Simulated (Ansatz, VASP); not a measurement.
Al in VASP and in Ansatz

```xyz
1
Lattice="0.0000 1.9918 1.9918 1.9918 0.0000 1.9918 1.9918 1.9918 0.0000" Properties=species:S:1:pos:R:3 pbc="T T T"
Al    0.0000    0.0000    0.0000
```

Alike in both runs: functional LDA; k mesh 18 × 18 × 18; occupations gaussian, width 0.1 eV; no spin polarisation.

Ansatz relaxed the structure, and its values are those at the end. VASP's run is a single point on that final structure, the one shown.

|  | VASP | Ansatz |
| --- | --- | --- |
| version | VASP 6.6.1 | Ansatz 0.2.0 |
| potentials or method | VASP PAW LDA potentials, release 64 (Al), cutoff 520 eV | scalar-relativistic, plane waves, PAW |
| valence electrons in the cell | 3 | 3 |

```tsv
	VASP	Ansatz	Ansatz less VASP
gap on the k mesh at the Fermi level (eV)	none	none	-
pressure (GPa)	0.1	0.0	-0.07
```

LDA's correlation is that of Perdew and Zunger in VASP and of Perdew and Wang (1992) in Ansatz. A gap of «none» marks a metal or a gap that the smearing closes.
